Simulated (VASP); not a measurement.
Runs of VASP 6.6.1 on Pt. The structure is that of space group P6_3/mmc (No. 194), or close to it. The cells are those of the table. 

```csv
task,cell,k mesh,cutoff (eV),gap on the mesh (eV),pressure (GPa)
single point,"a = 2.782, b = 2.782, c = 4.788 Å, angles 90.0, 90.0, 120.0°, 2 atoms",13 × 13 × 7,520,none,-0.5
single point,"a = 2.889, b = 2.889, c = 4.972 Å, angles 90.0, 90.0, 120.0°, 2 atoms",15 × 15 × 8,520,none,-18.7
single point,"a = 2.706, b = 2.706, c = 4.657 Å, angles 90.0, 90.0, 120.0°, 2 atoms",15 × 15 × 8,520,none,22.9
single point,"a = 2.819, b = 2.819, c = 4.851 Å, angles 90.0, 90.0, 120.0°, 2 atoms",15 × 15 × 8,520,none,-8.2
single point,"a = 2.666, b = 2.666, c = 4.588 Å, angles 90.0, 90.0, 120.0°, 2 atoms",15 × 15 × 8,520,none,(b)
single point,"a = 2.745, b = 2.745, c = 4.723 Å, angles 90.0, 90.0, 120.0°, 2 atoms",15 × 15 × 8,520,none,(a)
relaxation of cell and atoms,"relaxed from a = 2.774, b = 2.774, c = 4.530 Å, angles 90.0, 90.0, 120.0°, 2 atoms",13 × 13 × 7,600,none,0.0
single point,"a = 2.782, b = 2.782, c = 4.788 Å, angles 90.0, 90.0, 120.0°, 2 atoms",21 × 21 × 11,520,none,-0.5
```

Alike in all rows: level RPBE; potentials or basis VASP PAW PBE potentials, release 64 (Pt); no spin polarisation; smearing fermi-dirac 0.1 eV.

Q: Fill in the values left out.

A: (a) 9.7; (b) 40.0.

Caveats: the PAW data sets were made with another functional, which shifts forces and pressure a little; spin-orbit coupling is left out, which moves the levels of the heavy elements.

A k mesh can miss the band edges, and the runs leave out spin-orbit coupling on Pt.

A gap of «none» marks levels without a gap at the run's occupations.
